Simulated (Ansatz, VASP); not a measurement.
AlN in VASP and in Ansatz

```
Al N
1.0
     0.00000    2.18866    2.18866
     2.18866    0.00000    2.18866
     2.18866    2.18866    0.00000
Al N
1 1
Direct
  0.99324 0.00676 0.00676
  0.76302 0.73698 0.73698
```

Change from the starting cell: mode 4 frozen in at -0.057 Å and mode 5 at +0.000 Å (largest displacements).

Alike in both runs: task single point; functional PBEsol; k mesh 10 × 10 × 10; occupations gaussian, width 0.05 eV; no spin polarisation.

|  | VASP | Ansatz |
| --- | --- | --- |
| version | VASP 6.6.1 | Ansatz 0.2.0 |
| potentials or method | VASP PAW PBE potentials, release 64 (Al, N), cutoff 520 eV | scalar-relativistic, plane waves, PAW |
| valence electrons in the cell | 8 | 8 |

VASP gave:

| Item | Value |
| --- | --- |
| gap on the k mesh at the Fermi level (eV) | 2.96 |
| least direct gap on the mesh (eV) | 3.84 |
| pressure (GPa) | 0.9 |
| traceless stress, the component that is largest in VASP (GPa) | -6.05 |
| rms of the force components (eV/Å) | 0.715 |

**Question.** Which values does Ansatz return?

**Answer.** gap on the k mesh at the Fermi level (eV): 2.97; least direct gap on the mesh (eV): 3.83; pressure (GPa): 0.9; traceless stress, the component that is largest in VASP (GPa): -5.95; rms of the force components (eV/Å): 0.709.

VASP's potentials were made for PBE, not for PBEsol, and Ansatz warns of the same on its side. Atom by atom the forces differ by 0.005 eV/Å (rms over components).
